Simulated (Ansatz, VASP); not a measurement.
# KF: VASP beside Ansatz

Contents of POSCAR:

```
KF
1.0
    3.3457613923      0.0000000000      0.0000000000
    0.0000000000      3.3457613923      0.0000000000
    0.0000000000      0.0000000000      3.1788706815
K F
1 1
Direct
    0.0000000000      0.0000000000      0.0000000000
    0.5000000000      0.5000000000      0.5000000000
```

The input INCAR.step1:

```
SYSTEM = KF
  PREC = Accurate
  ENCUT = 520
  ISMEAR = 0
  SIGMA = 0.01
  LREAL = .False.
  LASPH = .True.
  NELM = 60
  NBANDS = 15
  GGA = PE
  ALGO = Normal
  EDIFF = 1E-4
  LWAVE = .True.
  LCHARG = .False.
```

File INCAR.step2:

```
SYSTEM = KF
  PREC = Accurate
  ENCUT = 520
  EDIFF = 1E-6
  ISMEAR = 0
  SIGMA = 0.01
  LREAL = .False.
  LASPH = .True.
  NELM = 60
  ALGO = Normal
  ISIF = 2
  LWAVE = .False.
  LCHARG = .False.
  METAGGA = R2SCAN
  LMIXTAU = .True.
  NBANDS = 15
  ISTART = 1
```

File KPOINTS:

```
Automatic mesh
0
Gamma
  8 8 8
  0 0 0
```

Input for Ansatz:

```yaml
crystal:
  lattice:
    - [3.3457613923, 0.0, 0.0]
    - [0.0, 3.3457613923, 0.0]
    - [0.0, 0.0, 3.1788706815]
  atoms:
    - { symbol: K, position: [0.0, 0.0, 0.0] }
    - { symbol: F, position: [0.5, 0.5, 0.5] }
kpoints:
  mp_grid: { grid: [8, 8, 8] }
  band_path:
    path: [[0.0, 0.0, 0.0], [0.0, 0.5, 0.0], [0.5, 0.5, 0.0], [0.5, 0.5, 0.5]]
    npoints: 1
hamiltonian:
  xc: r2scan
scf:
  occupations: { method: fixed }
  n_extra_bands: 4
output:
  forces: true
  stress: true
  eigenvalues: true
```

Change from the starting cell: biaxial_xy strain +5.2%.

Alike in both runs: task single point; functional r2SCAN; k mesh 8 × 8 × 8; no spin polarisation.

|  | VASP | Ansatz |
| --- | --- | --- |
| version | VASP 6.6.1 | Ansatz 0.2.0 |
| potentials or method | VASP PAW PBE potentials, release 64 (K_sv, F) | plane waves, PAW |
| plane-wave cutoff (eV) | 520 | 500 |
| occupations | gaussian, width 0.01 eV | fixed |
| valence electrons in the cell | 16 | 16 |

```csv
,VASP,Ansatz,Ansatz less VASP
gap on the k mesh at the Fermi level (eV),6.82,6.82,-0.001
pressure (GPa),-3.4,-3.4,+0.07
"traceless stress, the component that is largest in VASP (GPa)",2.84,2.84,-0.004
```

VASP's potentials were made for PBE, not for r2SCAN.
